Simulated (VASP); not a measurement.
Runs of VASP 6.6.1 on Zr. The structure is that of space group P6_3/mmc (No. 194), or close to it. The cells are those of the table. 

```tsv
cell	further INCAR settings	gap on the mesh (eV)	pressure (GPa)
a = 3.253, b = 3.253, c = 5.206 Å, angles 90.0, 90.0, 120.0°, 2 atoms	ALGO = Fast; EDIFF = 1e-06; NBANDS = 19	none	(a)
a = 3.185, b = 3.185, c = 5.112 Å, angles 90.0, 90.0, 120.0°, 2 atoms	ALGO = Fast; EDIFF = 1e-06; NBANDS = 19	none	4.1
a = 3.232, b = 3.232, c = 5.172 Å, angles 90.0, 90.0, 120.0°, 2 atoms	ALGO = Fast; EDIFF = 1e-07; NBANDS = 19	none	(b)
a = 3.277, b = 3.277, c = 5.232 Å, angles 90.0, 90.0, 120.0°, 2 atoms	ALGO = Fast; EDIFF = 1e-06; NBANDS = 19	none	-3.5
a = 3.210, b = 3.210, c = 5.137 Å, angles 90.0, 90.0, 120.0°, 2 atoms	ALGO = Fast; EDIFF = 1e-07; NBANDS = 19	none	2.0
```

Alike in all rows: task single point; level PBE; potentials or basis VASP PAW PBE potentials, release 64 (Zr_sv); no spin polarisation; k mesh 16 × 16 × 10; cutoff (eV) 520; smearing gaussian 0.05 eV.

Task: Estimate the missing entries.

Result: (a) -1.8; (b) 0.0.

A k mesh can miss the band edges, and the runs leave out spin-orbit coupling on Zr.

A gap of «none» marks levels without a gap at the run's occupations.
